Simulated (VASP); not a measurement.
# BP in VASP: notebook

Runs on BP. Level: HSE06. Tasks: single point.

Program: VASP 6.6.1. These are calculated values, not measurements. Logs are shortened: lines on timing, memory, paths and dates and some standing lists are left out, and cuts for length are marked.

**1. The cell of the first run**

It takes space group F-43m (No. 216, cubic). The conventional cell has a = 4.491 Å, b = 4.491 Å, c = 4.491 Å, α = 90.00°, β = 90.00°, γ = 90.00°. Within 2.6 Å of B (site symmetry -43m) lie 4 P at 1.94 Å. Within 2.6 Å of P (site symmetry -43m) lie 4 B at 1.94 Å.

**2. Single point, HSE06 (strain -1.0%)**

Contents of POSCAR:

```
BP
1.0
    0.0000000000      2.2456325213      2.2456325213
    2.2456325213      0.0000000000      2.2456325213
    2.2456325213      2.2456325213      0.0000000000
B P
1 1
Direct
    0.0000000000      0.0000000000      0.0000000000
    0.2500000000      0.2500000000      0.2500000000
```

Contents of INCAR.step1:

```
SYSTEM = BP
  PREC = Accurate
  ENCUT = 520
  EDIFF = 1E-5
  ISMEAR = 0
  SIGMA = 0.01
  LREAL = .False.
  LASPH = .True.
  NELM = 60
  ALGO = Normal
  ISIF = 2
  LWAVE = .True.
  GGA = PE
  NBANDS = 11
```

Contents of INCAR.step2:

```
SYSTEM = BP
  PREC = Accurate
  ENCUT = 520
  EDIFF = 1E-7
  ISMEAR = 0
  SIGMA = 0.01
  LREAL = .False.
  LASPH = .True.
  NELM = 60
  ALGO = Normal
  ISIF = 2
  LWAVE = .False.
  LCHARG = .True.
  GGA = PE
  LHFCALC = .True.
  HFSCREEN = 0.2079
  PRECFOCK = Normal
  LELF = .True.
  LVHAR = .True.
  ISTART = 1
  NBANDS = 11
```

Contents of KPOINTS:

```
regular mesh
0
Gamma
  6 6 6
  0 0 0
```

Potentials or basis: VASP PAW PBE potentials, release 64 (B, P).

Started as:

```bash
$ cat potpaw_PBE.64/B/POTCAR potpaw_PBE.64/P/POTCAR > POTCAR
$ cp INCAR.step1 INCAR
$ mpirun -np 1 vasp_std > vasp.out
$ cp INCAR.step2 INCAR
$ mpirun -np 1 vasp_std > vasp.out
```

OUTCAR:

```text
SYSTEM = BP
   PREC = Accurate
   ENCUT = 520
   EDIFF = 1E-7
   ISMEAR = 0
   LREAL = .False.
   LASPH = .True.
   NELM = 60
   ISIF = 2
   GGA = PE
   LHFCALC = .True.
   HFSCREEN = 0.2079
   PRECFOCK = Normal
   ISTART = 1

 ion  position               nearest neighbor table
   1  0.000  0.000  0.000-   2 1.94   2 1.94   2 1.94   2 1.94
   2  0.250  0.250  0.250-   1 1.94   1 1.94   1 1.94   1 1.94

  LATTYP: Found a face centered cubic cell.
 ALAT       =     4.4912650426

  Lattice vectors:

 A1 = (   0.0000000000,   2.2456325213,   2.2456325213)
 A2 = (   2.2456325213,   0.0000000000,   2.2456325213)
 A3 = (   2.2456325213,   2.2456325213,   0.0000000000)

Analysis of symmetry for initial positions (statically):
=====================================================================
 Subroutine PRICEL returns:
 Original cell was already a primitive cell.

 Routine SETGRP: Setting up the symmetry group for a
 face centered cubic supercell.

 Subroutine GETGRP returns: Found 24 space group operations
 (whereof 24 operations were pure point group operations)
 out of a pool of 48 trial point group operations.

The static configuration has the point symmetry T_d .

Analysis of symmetry for dynamics (positions and initial velocities):
=====================================================================
 Subroutine PRICEL returns:
 Original cell was already a primitive cell.

 Routine SETGRP: Setting up the symmetry group for a
 face centered cubic supercell.

 Subroutine GETGRP returns: Found 24 space group operations
 (whereof 24 operations were pure point group operations)
 out of a pool of 48 trial point group operations.

The dynamic configuration has the point symmetry T_d .

 Subroutine INISYM returns: Found 24 space group operations
 (whereof 24 operations are pure point group operations),
 and found     1 'primitive' translations

----------------------------------------------------------------------------------------

                                     Primitive cell

  volume of cell :      22.6488

  direct lattice vectors                    reciprocal lattice vectors
     0.000000000  2.245632521  2.245632521    -0.222654417  0.222654417  0.222654417
     2.245632521  0.000000000  2.245632521     0.222654417 -0.222654417  0.222654417
     2.245632521  2.245632521  0.000000000     0.222654417  0.222654417 -0.222654417

  length of vectors
[... 89 lines left out ...]
   EFERMI_NEDOS =   21; number of points for ismear=-14 and -15
   IALGO  =     38    algorithm
   IMIX   =      1    mixing-type and parameters
     AMIX     =   0.40;   BMIX     =  1.00
     AMIX_MAG =   1.60;   BMIX_MAG =  1.00
  volume/ion in A,a.u.               =      11.32        76.42
  Fermi-wavevector in a.u.,A,eV,Ry     =   1.157238  2.186863 18.220929  1.339201
  Thomas-Fermi vector in A             =   2.293851
   LORBIT       =      0    0 simple, 1 ext, 2 COOP (PROOUT), +10 PAW based schemes
   GGA     = PE    functional components
   LHFCALC =     T    Hartree Fock is set to
   PRECFOCK=normal    Normal, Fast or Accurate (Low or Medium for compatibility)
   ENCUT4O =  -1.0   cutoff for four orbital integrals eV
   NKREDX  =     1    reduce k-point grid by
   NKREDY  =     1    reduce k-point grid by
   NKREDZ  =     1    reduce k-point grid by
   AEXX    =    0.2500 exact exchange contribution
   HFSCREEN=    0.2079 screening length (either q_TF or 0.3 A-1)
   HFSCREENC=   0.2079 screening length for correlation (either q_TF or 0.3 A-1)
   ENCUTFOCK=  -1.0 apply spherical cutoff to Coloumb kernel
   IVDW    =     0    specifies the selected vdW correction
   LEPSILON=     F    determine dielectric tensor
   LRPA    =     F    only Hartree local field effects (RPA)
 non-spin polarized calculation
 Gauss-broadening in eV      SIGMA  =   0.01
  energy-cutoff  :      520.00
  volume of cell :       22.65
 maximum number of plane-waves:       620
  NGX = 18; NGY = 18; NGZ = 18

 number of electron       8.0000001 magnetization

 Free energy of the ion-electron system (eV)
  ---------------------------------------------------
  ext. energy  EPLUGINS =         0.00000000
  ---------------------------------------------------
  free energy    TOTEN  =       -14.82072663 eV

  energy without entropy =      -14.82072663  energy(sigma->0) =      -14.82072663

 E-fermi :   7.4811     XC(G=0):  -9.1100

 val. band max:        7.3780668902   @ k =   0.0000   0.0000   0.0000
 cond. band min:       9.3760758206   @ k =   0.5000   0.5000   0.0000
 fundamental gap:      1.9980089304
 Fermi energy:         7.4810537055

 k-point     1 :       0.0000    0.0000    0.0000
  band No.  band energies     occupation
      1     -10.0150      2.00000
      2       7.3781      2.00000
      3       7.3781      2.00000
      4       7.3781      2.00000
      5      11.7646      0.00000
      6      11.7646      0.00000
      7      11.7646      0.00000
      8      16.5687      0.00000
      9      20.2053      0.00000
     10      20.9279      0.00000
     11      20.9279      0.00000
[... 197 lines left out ...]
 k-point    16 :      -0.3333    0.5000    0.1667
  band No.  band energies     occupation
      1      -4.2055      2.00000
      2      -1.9619      2.00000
      3       1.4164      2.00000
      4       1.5467      2.00000
      5      12.1100      0.00000
      6      12.8171      0.00000
      7      18.0983      0.00000
      8      18.7907      0.00000
      9      22.1896      0.00000
     10      25.5594      0.00000
     11      25.9873      0.00000

------------------------ aborting loop because EDIFF is reached ----------------------------------------

  FORCE on cell =-STRESS in cart. coord.  units (eV):
  Direction    XX          YY          ZZ          XY          YZ          ZX
  --------------------------------------------------------------------------------------
  -------------------------------------------------------------------------------------
  Total        0.4900509      0.4900509      0.4900509      0.0000000      0.0000000     -0.0000000
  in kB       34.6661544     34.6661544     34.6661544      0.0000000      0.0000000     -0.0000000
  external PRESSURE =      34.6661544 kB  Pullay stress =       0.0000000 kB

 VOLUME and BASIS-vectors are now :
 -----------------------------------------------------------------------------
  energy-cutoff  :      520.00
  volume of cell :       22.65
      direct lattice vectors                 reciprocal lattice vectors
     0.000000000  2.245632521  2.245632521    -0.222654417  0.222654417  0.222654417
     2.245632521  0.000000000  2.245632521     0.222654417 -0.222654417  0.222654417
     2.245632521  2.245632521  0.000000000     0.222654417  0.222654417 -0.222654417

 POSITION                                       TOTAL-FORCE (eV/Angst)
 -----------------------------------------------------------------------------------
      0.00000      0.00000      0.00000        -0.000000     -0.000000     -0.000000
      1.12282      1.12282      1.12282         0.000000      0.000000      0.000000
 -----------------------------------------------------------------------------------
    total drift:                               -0.000000      0.000000      0.000000

  FREE ENERGIE OF THE ION-ELECTRON SYSTEM (eV)
  ---------------------------------------------------
  free  energy   TOTEN  =       -14.8207266271 eV

  energy  without entropy=      -14.8207266271  energy(sigma->0) =      -14.82072663
```

OSZICAR.step1:

```text
N       E                     dE             d eps       ncg     rms          rms(c)
DAV:   1     0.861382735804E+01    0.86138E+01   -0.40942E+03   352   0.661E+02
DAV:   2    -0.131765602842E+02   -0.21790E+02   -0.21283E+02   487   0.115E+02
DAV:   3    -0.136763731717E+02   -0.49981E+00   -0.49900E+00   444   0.148E+01
DAV:   4    -0.136779764285E+02   -0.16033E-02   -0.16031E-02   388   0.101E+00
DAV:   5    -0.136779848829E+02   -0.84544E-05   -0.84544E-05   440   0.716E-02    0.754E+00
DAV:   6    -0.130062252575E+02    0.67176E+00   -0.14827E+00   400   0.537E+00    0.405E+00
DAV:   7    -0.129042736307E+02    0.10195E+00   -0.26488E-01   433   0.257E+00    0.137E+00
DAV:   8    -0.128960250021E+02    0.82486E-02   -0.28275E-02   411   0.973E-01    0.203E-01
DAV:   9    -0.128963498373E+02   -0.32484E-03   -0.71075E-04   397   0.183E-01    0.137E-01
DAV:  10    -0.128965503444E+02   -0.20051E-03   -0.24205E-04   404   0.987E-02    0.286E-02
DAV:  11    -0.128965617419E+02   -0.11397E-04   -0.13634E-05   409   0.236E-02    0.369E-02
DAV:  12    -0.128965626648E+02   -0.92293E-06   -0.47587E-06   200   0.108E-02
   1 F= -.12896563E+02 E0= -.12896563E+02  d E =-.259567E-19
```

Run time: 4.9 min. Hardware: 1 thread of Intel Xeon Platinum 8488C (Sapphire Rapids), shared host; peak memory 0.24 GiB.

What came out:

- Free energy: -14.8207 eV
- Pressure: 3.5 GPa
- Band gap on the k mesh: 2.00 eV (least direct gap 4.39 eV)

Caveat: the cell differs from its parent crystal (strain -1.0%); the cell stands under pressure; the PAW data sets were made with another functional, which shifts forces and pressure a little.

**3. Single point, HSE06**

This run uses another cell than the first one, of 11.67 Å³/atom.

Contents of POSCAR:

```
BP
1.0
    0.0000000000      2.2683156780      2.2683156780
    2.2683156780      0.0000000000      2.2683156780
    2.2683156780      2.2683156780      0.0000000000
B P
1 1
Direct
    0.0000000000      0.0000000000      0.0000000000
    0.2500000000      0.2500000000      0.2500000000
```

Contents of INCAR.step1:

```
  ALGO = Normal
  EDIFF = 1E-5
  ENCUT = 520
  GGA = PE
  ISIF = 2
  ISMEAR = 0
  LASPH = True
  LCHARG = False
  LREAL = False
  LWAVE = True
  NBANDS = 11
  NELM = 100
  PREC = Accurate
  SIGMA = 0.01
```

Contents of INCAR.step2:

```
  ALGO = Normal
  EDIFF = 1E-6
  ENCUT = 520
  GGA = PE
  HFSCREEN = 0.2079
  ISIF = 2
  ISMEAR = 0
  ISTART = 1
  LASPH = True
  LCHARG = False
  LHFCALC = True
  LREAL = False
  LWAVE = False
  NBANDS = 11
  NELM = 100
  PREC = Accurate
  PRECFOCK = Normal
  SIGMA = 0.01
```

Contents of KPOINTS:

```
k-points
0
Gamma
  6 6 6
```

Potentials or basis: VASP PAW PBE potentials, release 64 (B, P).

Started as:

```bash
$ cat potpaw_PBE.64/B/POTCAR potpaw_PBE.64/P/POTCAR > POTCAR
$ cp INCAR.step1 INCAR
$ mpirun -np 1 vasp_std > vasp.out
$ cp INCAR.step2 INCAR
$ mpirun -np 1 vasp_std > vasp.out
```

Wall time 4 min (1 thread of Intel Xeon Platinum 8488C (Sapphire Rapids), shared host); peak memory 0.24 GiB.

It converged, with:

| Item | Value |
| --- | --- |
| Free energy | -14.8242 eV |
| Pressure | -1.9 GPa |
| Band gap on the k mesh | 2.06 eV (least direct gap 4.34 eV) |

Levels at points of the mesh, in eV from the valence-band top:
```csv
k point,band 2,band 3,band 4,band 5,band 6,band 7
"(0.00, 0.00, 0.00)",0.00,0.00,0.00,4.34,4.34,4.34
"(0.50, 0.00, 0.00)",-10.00,-1.93,-1.93,4.74,5.72,5.72
"(0.50, 0.50, 0.00)",-9.58,-4.53,-4.53,2.06,2.41,13.84
```

Caveat: the PAW data sets were made with another functional, which shifts forces and pressure a little.

**4. Single point, HSE06 (uniaxial z strain -2.0%)**

Contents of POSCAR:

```
BP
1.0
    0.0000000000      2.2683156780      2.2229493645
    2.2683156780      0.0000000000      2.2229493645
    2.2683156780      2.2683156780      0.0000000000
B P
1 1
Direct
    0.0000000000      0.0000000000      0.0000000000
    0.2500000000      0.2500000000      0.2500000000
```

Contents of INCAR.step1:

```
PREC = Accurate
ENCUT = 520
EDIFF = 1E-5
ISMEAR = 0
SIGMA = 0.01
LREAL = False
LASPH = True
NELM = 60
ALGO = Normal
ISIF = 2
LWAVE = True
LCHARG = False
NBANDS = 11
GGA = PE
```

Contents of INCAR.step2:

```
PREC = Accurate
ENCUT = 520
EDIFF = 1E-6
ISMEAR = 0
SIGMA = 0.01
LREAL = False
LASPH = True
NELM = 60
ALGO = Normal
ISIF = 2
LWAVE = False
LCHARG = False
GGA = PE
LHFCALC = True
HFSCREEN = 0.2079
PRECFOCK = Normal
NBANDS = 11
ISTART = 1
```

Contents of KPOINTS:

```
Automatic mesh
0
Gamma
  6 6 6
```

Potentials or basis: VASP PAW PBE potentials, release 64 (B, P).

Started as:

```bash
$ cat potpaw_PBE.64/B/POTCAR potpaw_PBE.64/P/POTCAR > POTCAR
$ cp INCAR.step1 INCAR
$ mpirun -np 1 vasp_std > vasp.out
$ cp INCAR.step2 INCAR
$ mpirun -np 1 vasp_std > vasp.out
```

OUTCAR:

```text
PREC = Accurate
   ENCUT = 520
   EDIFF = 1E-6
   ISMEAR = 0
   LREAL = False
   LASPH = True
   NELM = 60
   ISIF = 2
   GGA = PE
   LHFCALC = True
   HFSCREEN = 0.2079
   PRECFOCK = Normal
   ISTART = 1

 ion  position               nearest neighbor table
   1  0.000  0.000  0.000-   2 1.95   2 1.95   2 1.95   2 1.95
   2  0.250  0.250  0.250-   1 1.95   1 1.95   1 1.95   1 1.95

  LATTYP: Found a body centered tetragonal cell.
 ALAT       =     3.2078827956
 C/A-ratio  =     1.3859292912

  Lattice vectors:

 A1 = (   0.0000000000,  -2.2683156780,  -2.2229493645)
 A2 = (   0.0000000000,   2.2683156780,  -2.2229493645)
 A3 = (   2.2683156780,   0.0000000000,   2.2229493645)

Analysis of symmetry for initial positions (statically):
=====================================================================
 Subroutine PRICEL returns:
 Original cell was already a primitive cell.

 Routine SETGRP: Setting up the symmetry group for a
 body centered tetragonal supercell.

 Subroutine GETGRP returns: Found  8 space group operations
 (whereof  8 operations were pure point group operations)
 out of a pool of 16 trial point group operations.

The static configuration has the point symmetry D_2d.

Analysis of symmetry for dynamics (positions and initial velocities):
=====================================================================
 Subroutine PRICEL returns:
 Original cell was already a primitive cell.

 Routine SETGRP: Setting up the symmetry group for a
 body centered tetragonal supercell.

 Subroutine GETGRP returns: Found  8 space group operations
 (whereof  8 operations were pure point group operations)
 out of a pool of 16 trial point group operations.

The dynamic configuration has the point symmetry D_2d.

 Subroutine INISYM returns: Found  8 space group operations
 (whereof  8 operations are pure point group operations),
 and found     1 'primitive' translations

----------------------------------------------------------------------------------------
[... 128 lines left out ...]
   ENCUTFOCK=  -1.0 apply spherical cutoff to Coloumb kernel
   IVDW    =     0    specifies the selected vdW correction
   LEPSILON=     F    determine dielectric tensor
   LRPA    =     F    only Hartree local field effects (RPA)
 non-spin polarized calculation
 Gauss-broadening in eV      SIGMA  =   0.01
  energy-cutoff  :      520.00
  volume of cell :       22.88
 maximum number of plane-waves:       628
  NGX = 18; NGY = 18; NGZ = 18

 number of electron       8.0000001 magnetization

 Free energy of the ion-electron system (eV)
  ---------------------------------------------------
  ext. energy  EPLUGINS =         0.00000000
  ---------------------------------------------------
  free energy    TOTEN  =       -14.81891343 eV

  energy without entropy =      -14.81891343  energy(sigma->0) =      -14.81891343

 E-fermi :   7.5317     XC(G=0):  -9.0774

 val. band max:        7.3970949123   @ k =   0.0000   0.0000   0.0000
 cond. band min:       9.1221119887   @ k =   0.5000   0.5000   0.0000
 fundamental gap:      1.7250170764
 Fermi energy:         7.5316517825

 k-point     1 :       0.0000    0.0000    0.0000
  band No.  band energies     occupation
      1     -10.0372      2.00000
      2       7.1907      2.00000
      3       7.1907      2.00000
      4       7.3971      2.00000
      5      11.5538      0.00000
      6      11.6705      0.00000
      7      11.6705      0.00000
      8      16.2820      0.00000
      9      20.0129      0.00000
     10      20.4914      0.00000
     11      21.0469      0.00000
[... 309 lines left out ...]
 k-point    24 :       0.5000    0.0000    0.3333
  band No.  band energies     occupation
      1      -5.4517      2.00000
      2      -1.2740      2.00000
      3       1.5112      2.00000
      4       3.2112      2.00000
      5      10.0168      0.00000
      6      12.4633      0.00000
      7      18.6950      0.00000
      8      19.3187      0.00000
      9      22.7588      0.00000
     10      24.1685      0.00000
     11      26.8815      0.00000

 [... further k-points ...]

------------------------ aborting loop because EDIFF is reached ----------------------------------------

  FORCE on cell =-STRESS in cart. coord.  units (eV):
  Direction    XX          YY          ZZ          XY          YZ          ZX
  --------------------------------------------------------------------------------------
  -------------------------------------------------------------------------------------
  Total       -0.0396092     -0.0396092      0.7731721      0.0000000      0.0000000      0.0000000
  in kB       -2.7742136     -2.7742136     54.1527097      0.0000000      0.0000000      0.0000000
  external PRESSURE =      16.2014275 kB  Pullay stress =       0.0000000 kB

 VOLUME and BASIS-vectors are now :
 -----------------------------------------------------------------------------
  energy-cutoff  :      520.00
  volume of cell :       22.88
      direct lattice vectors                 reciprocal lattice vectors
     0.000000000  2.268315678  2.222949364    -0.220427873  0.220427873  0.224926401
     2.268315678  0.000000000  2.222949364     0.220427873 -0.220427873  0.224926401
     2.268315678  2.268315678  0.000000000     0.220427873  0.220427873 -0.224926401

 POSITION                                       TOTAL-FORCE (eV/Angst)
 -----------------------------------------------------------------------------------
      0.00000      0.00000      0.00000        -0.000000     -0.000000     -0.000000
      1.13416      1.13416      1.11147         0.000000      0.000000      0.000000
 -----------------------------------------------------------------------------------
    total drift:                                0.000000      0.000000     -0.000000

  FREE ENERGIE OF THE ION-ELECTRON SYSTEM (eV)
  ---------------------------------------------------
  free  energy   TOTEN  =       -14.8189134317 eV

  energy  without entropy=      -14.8189134317  energy(sigma->0) =      -14.81891343
```

It took 7.6 min on 1 thread of Intel Xeon Platinum 8488C (Sapphire Rapids), shared host; peak memory 0.24 GiB.

Results:

```
Free energy            : -14.8189 eV
Pressure               : 1.6 GPa
Band gap on the k mesh : 1.73 eV (least direct gap 4.16 eV)
```

Stress tensor (GPa, compression positive):
```
-0.28  0.00  0.00
 0.00 -0.28  0.00
 0.00  0.00  5.42
```

Caveat: the cell differs from its parent crystal (uniaxial z strain -2.0%); the stress differs along the axes, from -0 to 5 GPa; the PAW data sets were made with another functional, which shifts forces and pressure a little.

**5. Overview**

| cell | gap on the mesh (eV) | pressure (GPa) |
| --- | --- | --- |
| a = 3.176 Å, angles 60.0°, 2 atoms | 2.00 | 3.5 |
| a = 3.208 Å, angles 60.0°, 2 atoms | 2.06 | -1.9 |
| a = 3.176, b = 3.176, c = 3.208 Å, angles 59.7, 59.7, 60.7°, 2 atoms | 1.73 | 1.6 |

Alike in all rows: task single point; level HSE06; potentials or basis VASP PAW PBE potentials, release 64 (B, P); no spin polarisation; k mesh 6 × 6 × 6; cutoff (eV) 520; smearing gaussian 0.01 eV.

Caveats: the PAW data sets were made with another functional, which shifts forces and pressure a little; the cell stands under pressure (at least some runs); the stress differs along the axes, from -0 to 5 GPa (at least some runs).

Total energies depend on the potentials used, so only differences within one code and one set of settings carry meaning.
